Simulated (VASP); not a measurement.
Runs of VASP 6.6.1 on Sn. The structure is that of space group I4_1/amd (No. 141), or close to it. The cells are those of the table. 

| cell | gap on the mesh (eV) | pressure (GPa) |
| --- | --- | --- |
| a = 4.351 Å, angles 97.5, 97.5, 137.8°, 2 atoms | none | (a) |
| a = 4.441 Å, angles 97.5, 97.5, 137.8°, 2 atoms | none | 1.8 |
| a = 4.527 Å, angles 97.5, 97.5, 137.8°, 2 atoms | none | (b) |
| a = 4.484 Å, angles 97.5, 97.5, 137.8°, 2 atoms | none | 0.2 |
| a = 4.396 Å, angles 97.5, 97.5, 137.8°, 2 atoms | none | 3.5 |

Alike in all rows: task single point; level PBE; potentials or basis VASP PAW PBE potentials, release 64 (Sn_d); no spin polarisation; k mesh 10 × 10 × 10; cutoff (eV) 520; smearing methfessel-paxton 0.1 eV.

Fill in the values left out.

(a) 5.7; (b) -1.1.

Caveats: spin-orbit coupling is left out, which moves the levels of the heavy elements; the cell stands under pressure (at least some runs).

A k mesh can miss the band edges, and the runs leave out spin-orbit coupling on Sn.

A gap of «none» marks levels without a gap at the run's occupations.
